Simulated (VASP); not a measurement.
# C18N in VASP: single point with PBE+D3(BJ)

Aim: the single point of C18N with PBE+D3(BJ).

Everything below comes from runs of VASP 6.6.1. Logs are shortened: lines on timing, memory, paths and dates and some standing lists are left out, and cuts for length are marked.

## 1. The cell of the first run

The cell holds a slab with vacuum, 19 atoms: a = 7.398 Å, b = 7.398 Å, c = 12.000 Å, α = 90.00°, β = 90.00°, γ = 120.00°.

## 2. Single point, PBE+D3(BJ), collinear spin, ferromagnetic start

Contents of INCAR:

```
SYSTEM = C18N
PREC = Accurate
ENCUT = 520
EDIFF = 1E-7
ISMEAR = -1
SIGMA = 0.02
LREAL = Auto
LASPH = .True.
NELM = 150
ALGO = Normal
ISIF = 2
LWAVE = .False.
LCHARG = .False.
ISPIN = 2
MAGMOM = 0 0 0 0 0 0 0 0 0 0 0 0 0 0 0 0 0 0 1
LORBIT = 11
GGA = PE
IVDW = 12
NBANDS = 58
```

Contents of KPOINTS:

```
Automatic mesh
0
Gamma
  2 2 1
  0 0 0
```

Contents of POSCAR:

```
C18N
1.0
    7.3980000000      0.0000000000      0.0000000000
   -3.6990000000      6.4068560000      0.0000000000
    0.0000000000      0.0000000000     12.0000000000
C N
18 1
Direct
    0.0052210392      0.0078197481      0.0732000000
    0.2249568056      0.1024683558      0.0665250000
    0.0028213309      0.3411657762      0.0838500000
    0.2104103573      0.4372035207      0.0714000000
   -0.0104626994      0.6663954988      0.0761166667
    0.2110815471      0.7702842080      0.0858000000
    0.3280953856     -0.0043391017      0.0839916667
    0.5469284348      0.1010480023      0.0891333333
    0.3316816214      0.3315979007      0.0587750000
    0.5462407848      0.4387643487      0.0640666667
    0.3191258479      0.6621500468      0.0875000000
    0.5329890407      0.7571108200      0.0970916667
    0.6626940110      0.0051663406      0.1196750000
    0.9028787121      0.1196530716      0.1060333333
    0.6538578980      0.3226387482      0.0754333333
    0.8739610810      0.4309446006      0.0777583333
    0.6617524399      0.6725451610      0.0833000000
    0.8848753934      0.7758875804      0.0849416667
    0.7929152221      0.0640407713      0.2216000000
```

Potentials or basis: VASP PAW PBE potentials, release 64 (C, N).

Command:

```console
cat potpaw_PBE.64/C/POTCAR potpaw_PBE.64/N/POTCAR > POTCAR
mpirun -np 1 vasp_std > vasp.out
```

OUTCAR:

```text
SYSTEM = C18N
   PREC = Accurate
   ENCUT = 520
   EDIFF = 1E-7
   ISMEAR = -1
   LREAL = Auto
   LASPH = .True.
   NELM = 150
   ISIF = 2
   ISPIN = 2
   LORBIT = 11
   GGA = PE
   IVDW = 12
 IVDW          = 12

 ion  position               nearest neighbor table
   1  0.005  0.008  0.073-   2 1.41  14 1.43  18 1.49
   2  0.225  0.102  0.067-   7 1.36   1 1.41   9 1.47
   3  0.003  0.341  0.084-   4 1.34  16 1.41  14 1.45
   4  0.210  0.437  0.071-   3 1.34  11 1.45   9 1.46
   5  0.990  0.666  0.076-  18 1.38   6 1.43  16 1.51
   6  0.211  0.770  0.086-  11 1.39   5 1.43   7 1.44
   7  0.328  0.996  0.084-   2 1.36   8 1.40   6 1.44
   8  0.547  0.101  0.089-   7 1.40  13 1.41  15 1.43
   9  0.332  0.332  0.059-  10 1.38   4 1.46   2 1.47
  10  0.546  0.439  0.064-   9 1.38  15 1.44  17 1.52
  11  0.319  0.662  0.087-  12 1.38   6 1.39   4 1.45
  12  0.533  0.757  0.097-  11 1.38  17 1.39  13 1.61
  13  0.663  0.005  0.120-   8 1.41  19 1.48  14 1.55  12 1.61
  14  0.903  0.120  0.106-   1 1.43   3 1.45  13 1.55  19 1.56
  15  0.654  0.323  0.075-  16 1.41   8 1.43  10 1.44
  16  0.874  0.431  0.078-   3 1.41  15 1.41   5 1.51
  17  0.662  0.673  0.083-  12 1.39  18 1.43  10 1.52
  18  0.885  0.776  0.085-   5 1.38  17 1.43   1 1.49
  19  0.793  0.064  0.222-  13 1.48  14 1.56

  LATTYP: Found a hexagonal cell.
 ALAT       =     7.3980000000
 C/A-ratio  =     1.6220600162

  Lattice vectors:

 A1 = (   7.3980000000,   0.0000000000,   0.0000000000)
 A2 = (  -3.6990000000,   6.4068560000,   0.0000000000)
 A3 = (   0.0000000000,   0.0000000000,  12.0000000000)

Analysis of symmetry for initial positions (statically):
=====================================================================
 Subroutine PRICEL returns:
 Original cell was already a primitive cell.

 Routine SETGRP: Setting up the symmetry group for a
 hexagonal supercell.

 Subroutine GETGRP returns: Found  1 space group operations
 (whereof  1 operations were pure point group operations)
 out of a pool of 24 trial point group operations.

The static configuration has the point symmetry C_1 .

Analysis of symmetry for dynamics (positions and initial velocities):
=====================================================================
 Subroutine PRICEL returns:
 Original cell was already a primitive cell.

 Routine SETGRP: Setting up the symmetry group for a
 hexagonal supercell.

 Subroutine GETGRP returns: Found  1 space group operations
 (whereof  1 operations were pure point group operations)
 out of a pool of 24 trial point group operations.

The dynamic configuration has the point symmetry C_1 .

Analysis of structural, dynamic, and magnetic symmetry:
=====================================================================
 Subroutine PRICEL returns:
 Original cell was already a primitive cell.

 Routine SETGRP: Setting up the symmetry group for a
 hexagonal supercell.

 Subroutine GETGRP returns: Found  1 space group operations
 (whereof  1 operations were pure point group operations)
 out of a pool of 24 trial point group operations.

The overall configuration has the point symmetry C_1 .

 Subroutine INISYM returns: Found  1 space group operations
 (whereof  1 operations are pure point group operations),
 and found     1 'primitive' translations

----------------------------------------------------------------------------------------

                                     Primitive cell

  volume of cell :     568.7750

  direct lattice vectors                    reciprocal lattice vectors
     7.398000000  0.000000000  0.000000000     0.135171668  0.078041398  0.000000000
    -3.699000000  6.406856000  0.000000000     0.000000000  0.156082796  0.000000000
     0.000000000  0.000000000 12.000000000     0.000000000  0.000000000  0.083333333

  length of vectors
     7.398000000  7.398000054 12.000000000     0.156082797  0.156082796  0.083333333

  position of ions in fractional coordinates (direct lattice)
     0.005221039  0.007819748  0.073200000
     0.224956806  0.102468356  0.066525000
     0.002821331  0.341165776  0.083850000
[... 72 lines left out ...]
   number of dos      NEDOS =    301   number of ions     NIONS =     19
   total plane-waves  NPLWV = 282240
   dimension x,y,z NGX =    56 NGY =   56 NGZ =   90
   dimension x,y,z NGXF=   112 NGYF=  112 NGZF=  180
   ions per type =              18   1
   NGX,Y,Z   is equivalent  to a cutoff of  12.58, 12.58, 12.47 a.u.
   NGXF,Y,Z  is equivalent  to a cutoff of  25.17, 25.17, 24.94 a.u.
 SYSTEM =  C18N
   PREC   = accura    normal or accurate (medium, high low for compatibility)
   ISTART =      0    job   : 0-new  1-cont  2-samecut
   ICHARG =      2    charge: 1-file 2-atom 10-const
   ISPIN  =      2    spin polarized calculation?
   LNONCOLLINEAR =      F non collinear calculations
   LSORBIT =      F    spin-orbit coupling
   LASPH  =      T    aspherical Exc in radial PAW
   ENCUT  =  520.0 eV  38.22 Ry    6.18 a.u.  13.76 13.76 22.31*2*pi/ulx,y,z
   NELM   =    150;   NELMIN=  2; NELMDL= -5     # of ELM steps
   EDIFF  = 0.1E-06   stopping-criterion for ELM
   LREAL  =      T    real-space projection
   EDIFFG = 0.1E-05   stopping-criterion for IOM
   NSW    =      0    number of steps for IOM
   IBRION =     -1    ionic relax: 0-MD 1-quasi-New 2-CG
   NFREE  =      0    steps in history (QN), initial steepest desc. (CG)
   ISIF   =      2    stress and relaxation
   ISYM   =      2    0-nonsym 1-usesym 2-fastsym
   POTIM  = 0.5000    time-step for ionic-motion
   TEBEG  =    0.0;   TEEND  =   0.0 temperature during run
   PSTRESS=    0.0 pullay stress
   NELECT =      77.0000    total number of electrons
   NUPDOWN=      -1.0000    fix difference up-down
   EMIN   =  10.00;   EMAX   =-10.00  energy-range for DOS
   EFERMI =   0.00;   METHOD = LEGACY
   ISMEAR =    -1;   SIGMA  =   0.02  broadening in eV -4-tet -1-fermi 0-gaus
   EFERMI_NEDOS =   21; number of points for ismear=-14 and -15
   IALGO  =     38    algorithm
   IMIX   =      4    mixing-type and parameters
     AMIX     =   0.40;   BMIX     =  1.00
     AMIX_MAG =   1.60;   BMIX_MAG =  1.00
  volume/ion in A,a.u.               =      29.94       202.01
  Fermi-wavevector in a.u.,A,eV,Ry     =   0.840604  1.588512  9.614087  0.706615
  Thomas-Fermi vector in A             =   1.955013
   LORBIT       =     11    0 simple, 1 ext, 2 COOP (PROOUT), +10 PAW based schemes
   GGA     = PE    functional components
   LHFCALC =     F    Hartree Fock is set to
   AEXX    =    0.0000 exact exchange contribution
   IVDW    =    12    specifies the selected vdW correction
   LEPSILON=     F    determine dielectric tensor
   LRPA    =     F    only Hartree local field effects (RPA)
 spin polarized calculation
  energy-cutoff  :      520.00
  volume of cell :      568.78
 maximum number of plane-waves:     15363
 NGX is ok and might be reduce to    56
   NGX = 27   NGY = 27   NGZ = 45

 number of electron      77.0000001 magnetization       0.5264412

 Free energy of the ion-electron system (eV)
  ---------------------------------------------------
  ext. energy  EPLUGINS =         0.00000000
  ---------------------------------------------------
  free energy    TOTEN  =      -168.20816149 eV

  energy without entropy =     -168.20534643  energy(sigma->0) =     -168.20675396

 E-fermi :  -2.1421     XC(G=0):  -3.8168

 val. band max:       -2.2027061166   @ k =   0.5000   0.5000   0.0000
 cond. band min:      -2.0843713254   @ k =   0.0000   0.0000   0.0000
 fundamental gap:      0.1183347913
 Fermi energy:        -2.1420813935

 spin component 1

 k-point     1 :       0.0000    0.0000    0.0000
  band No.  band energies     occupation
      1     -22.2291      1.00000
      2     -20.7291      1.00000
      3     -19.2874      1.00000
      4     -19.0063      1.00000
      5     -18.9227      1.00000
      6     -18.8368      1.00000
[... 201 lines left out ...]
     49       3.8504      0.00000
     50       4.1562      0.00000
 Fermi energy:        -2.1420813935

 spin component 2

 k-point     1 :       0.0000    0.0000    0.0000
  band No.  band energies     occupation
      1     -22.0826      1.00000
      2     -20.5991      1.00000
      3     -19.2882      1.00000
      4     -19.0062      1.00000
      5     -18.9245      1.00000
      6     -18.8442      1.00000
[... 201 lines left out ...]
     49       3.8561      0.00000
     50       4.1601      0.00000
 [bands above 50 left out]

------------------------ aborting loop because EDIFF is reached ----------------------------------------

 Edisp (eV)   -1.68529

 E8    (eV) :    -0.5218

  FORCE on cell =-STRESS in cart. coord.  units (eV):
  Direction    XX          YY          ZZ          XY          YZ          ZX
  --------------------------------------------------------------------------------------
  -------------------------------------------------------------------------------------
  Total       7.40915    -0.05233    -3.39668    -0.32668    -1.12936     0.63970
  in kB      20.87076    -0.14741    -9.56807    -0.92023    -3.18130     1.80196
  external pressure =        3.72 kB  Pullay stress =        0.00 kB

 VOLUME and BASIS-vectors are now :
 -----------------------------------------------------------------------------
  energy-cutoff  :      520.00
  volume of cell :      568.78
      direct lattice vectors                 reciprocal lattice vectors
     7.398000000  0.000000000  0.000000000     0.135171668  0.078041398  0.000000000
    -3.699000000  6.406856000  0.000000000     0.000000000  0.156082796  0.000000000
     0.000000000  0.000000000 12.000000000     0.000000000  0.000000000  0.083333333

 POSITION                                       TOTAL-FORCE (eV/Angst)
 -----------------------------------------------------------------------------------
      0.00970      0.05010      0.87840         1.074164     -3.596195      1.417289
      1.28520      0.65650      0.79830        -3.386067      2.756889     -0.461141
     -1.24110      2.18580      1.00620        -2.636834     -2.468885     -0.165231
     -0.06060      2.80110      0.85680         2.699755      2.373495     -0.161987
      4.85560      4.26950      0.91340         1.792526     -2.638712      0.545553
     -1.28770      4.93510      1.02960        -1.530325      0.906505      0.016352
[... 11 lines left out ...]
      3.67630      4.97100      1.01930        -1.742891      3.013965     -1.101841
      5.62910      0.41030      2.65920         0.144410      0.167273     -1.886241
 -----------------------------------------------------------------------------------
    total drift:                               -0.013443     -0.005703     -0.018330

  FREE ENERGIE OF THE ION-ELECTRON SYSTEM (eV)
  ---------------------------------------------------
  free  energy   TOTEN  =      -169.8934490932 eV

  energy  without entropy=     -169.8906340400  energy(sigma->0) =     -169.89204157

 total charge

# of ion       s       p       d       tot
------------------------------------------
    1        0.861   1.743   0.000   2.604
    2        0.870   1.801   0.000   2.670
    3        0.881   1.839   0.000   2.720
    4        0.870   1.799   0.000   2.669
    5        0.861   1.768   0.000   2.629
    6        0.864   1.804   0.000   2.667
[... 11 lines left out ...]
   18        0.862   1.764   0.000   2.626
   19        1.323   2.274   0.000   3.597
--------------------------------------------------
tot         16.835  34.272   0.000  51.107

 magnetization (x)

# of ion       s       p       d       tot
------------------------------------------
    1        0.000  -0.017   0.000  -0.017
    2        0.001   0.005   0.000   0.006
    3        0.001  -0.005   0.000  -0.004
    4        0.001   0.006   0.000   0.007
    5       -0.000  -0.003   0.000  -0.003
    6        0.000   0.005   0.000   0.005
[... 11 lines left out ...]
   18        0.000   0.002   0.000   0.002
   19        0.011   0.393   0.000   0.404
--------------------------------------------------
tot          0.016   0.367   0.000   0.383
```

Wall time 8.2 min (1 thread of Intel Xeon 6975P-C (Granite Rapids), shared host); peak memory 0.86 GiB.

What came out:

```
Free energy                                           : -169.8934 eV
Largest force                                         : 4.768 eV/Å
Net moment                                            : 0.53 μB per cell
Site moments                                          : C -0.02, +0.01, -0.00, -0.01, +0.02, +0.00, +0.03 (each value once); N +0.40 μB
Valence electrons inside the program's atomic spheres : C 2.60, 2.67, 2.72, 2.63, 2.70, 2.61, 2.69, 2.56, 2.64 (each value once); N 3.60
Dispersion energy per atom                            : -0.089 eV
```

Forces on the atoms (eV/Å):
```
C    1.074 -3.596  1.417
C   -3.386  2.757 -0.461
C   -2.637 -2.469 -0.165
C    2.700  2.373 -0.162
C    1.793 -2.639  0.546
C   -1.530  0.907  0.016
C    1.771 -2.048 -0.497
C   -1.677  2.614 -0.306
C   -1.040 -0.929  0.967
C    0.878  1.854  0.922
C    1.217 -1.990 -0.916
C    1.809  4.405  0.235
C    1.367 -3.486  0.832
C   -1.522 -0.581  0.812
C    0.183 -0.300 -0.058
C    0.643  3.445  0.259
C   -0.043 -3.499 -0.452
C   -1.743  3.014 -1.102
N    0.144  0.167 -1.886
```

Levels at points of the mesh, in eV from the Fermi level:
Spin up:
```tsv
k point	band 35	band 36	band 37	band 38	band 39	band 40	band 41	band 42	band 43	band 44
(0.00, 0.00, 0.00)	-2.79	-2.24	-1.25	-0.72	0.06	0.34	1.54	3.34	3.79	4.60
(0.50, 0.00, 0.00)	-2.50	-2.27	-2.00	-1.05	-0.67	0.83	1.99	2.72	2.83	3.95
(0.00, 0.50, 0.00)	-2.45	-2.37	-2.33	-1.32	-1.07	1.52	2.51	2.58	2.79	4.01
(0.50, 0.50, 0.00)	-2.50	-2.13	-2.00	-1.35	-1.11	1.45	1.95	2.45	2.97	4.03
```
Spin down:
| k point | band 35 | band 36 | band 37 | band 38 | band 39 | band 40 | band 41 | band 42 |
| --- | --- | --- | --- | --- | --- | --- | --- | --- |
| (0.00, 0.00, 0.00) | -2.71 | -2.19 | -0.68 | -0.08 | 0.12 | 0.40 | 1.57 | 3.37 |
| (0.50, 0.00, 0.00) | -2.47 | -2.26 | -1.97 | -0.63 | 0.24 | 0.86 | 1.97 | 2.71 |
| (0.00, 0.50, 0.00) | -2.46 | -2.37 | -2.26 | -1.13 | 0.09 | 1.54 | 2.53 | 2.55 |
| (0.50, 0.50, 0.00) | -2.48 | -2.14 | -1.97 | -1.07 | -0.06 | 1.47 | 2.03 | 2.46 |

Caveat: the k points lie up to 0.49 Å⁻¹ apart; the atoms stand as in a frame of molecular dynamics; there is no dipole correction, which matters where the two faces differ.
